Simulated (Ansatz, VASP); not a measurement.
**Two plane-wave programs on CeO2**

```xyz
3
Lattice="0.0000 2.6952 2.6952 2.6952 0.0000 2.6952 2.6952 2.6952 0.0000" Properties=species:S:1:pos:R:3 pbc="T T T"
Ce    0.0000    0.0000    0.0000
O     1.3476    1.3476    1.3476
O     4.0428    4.0428    4.0428
```

Alike in both runs: task single point; functional PBE; k mesh 12 × 12 × 12; occupations gaussian, width 0.05 eV; no spin polarisation.

```csv
,VASP,Ansatz
version,VASP 6.6.1,Ansatz 0.2.0
potentials or method,"VASP PAW PBE potentials, release 64 (Ce, O), cutoff 520 eV","scalar-relativistic, plane waves, PAW"
valence electrons in the cell,24,24
```

|  | VASP | Ansatz | Ansatz less VASP |
| --- | --- | --- | --- |
| gap on the k mesh at the Fermi level (eV) | 1.98 | 2.02 | +0.036 |
| least direct gap on the mesh (eV) | 2.09 | 2.13 | +0.038 |
| pressure (GPa) | 7.7 | 7.8 | +0.05 |

Spin-orbit coupling is off throughout.
